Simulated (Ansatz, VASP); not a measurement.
# One calculation of MgO, two programs

```
CELL_PARAMETERS angstrom
0.00000 2.10905 2.10905
2.10905 0.00000 2.10905
2.10905 2.10905 0.00000
ATOMIC_POSITIONS crystal
Mg 0.00000 0.00000 0.00000
O 0.50000 0.50000 0.50000
```

Alike in both runs: task single point; functional PBE; k mesh 8 × 8 × 8; occupations fermi-dirac, width 0.05 eV; no spin polarisation.

```csv
,VASP,Ansatz
version,VASP 6.6.1,Ansatz 0.2.0
potentials or method,"VASP PAW PBE potentials, release 64 (Mg, O), cutoff 600 eV","PAW, plane waves, scalar-relativistic"
valence electrons in the cell,8,16
```

Ansatz gave:

- gap on the k mesh at the Fermi level (eV): 4.70
- pressure (GPa): 4.0

Task: What did VASP give for the same quantities?

Result: gap on the k mesh at the Fermi level (eV): 4.69; pressure (GPa): 3.0.

VASP's potentials hold 8 valence electrons a cell and Ansatz's 16, so a difference there can come from the potentials and not from the codes.
